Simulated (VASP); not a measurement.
A run of VASP 6.6.1:

Contents of INCAR:

```
SYSTEM = Cu
ALGO = Normal
EDIFF = 1E-7
ENCUT = 520
ISIF = 2
ISMEAR = -1
LASPH = .True.
LCHARG = .False.
LREAL = .False.
LWAVE = .False.
NBANDS = 18
NELM = 100
PREC = Accurate
SIGMA = 0.1
```

Contents of KPOINTS:

```
k-points
0
Gamma
  16 16 9
  0 0 0
```

Contents of POSCAR:

```
Cu
1.0
    2.3823929767      0.0000000000      0.0000000000
   -1.1911964884      2.0632128396      0.0000000000
    0.0000000000      0.0000000000      3.9031356402
Cu
2
Direct
    0.3333333333      0.6666666667      0.2500000000
    0.6666666667      0.3333333333      0.7500000000
```

Potentials or basis: VASP PAW LDA potentials, release 64 (Cu).

Launch:

```sh
$ cat potpaw_LDA.64/Cu/POTCAR > POTCAR
$ mpirun -np 1 vasp_std > vasp.out
```

Hardware: 1 thread of Intel(R) Xeon(R) Platinum 8559C (Emerald Rapids) (shared host).

Question: Estimate the wall time of this run.

Answer: It took 21 s on 1 thread of Intel(R) Xeon(R) Platinum 8559C (Emerald Rapids) (shared host), peak memory 0.15 GiB. Counts: scf iterations 12, k points 150.
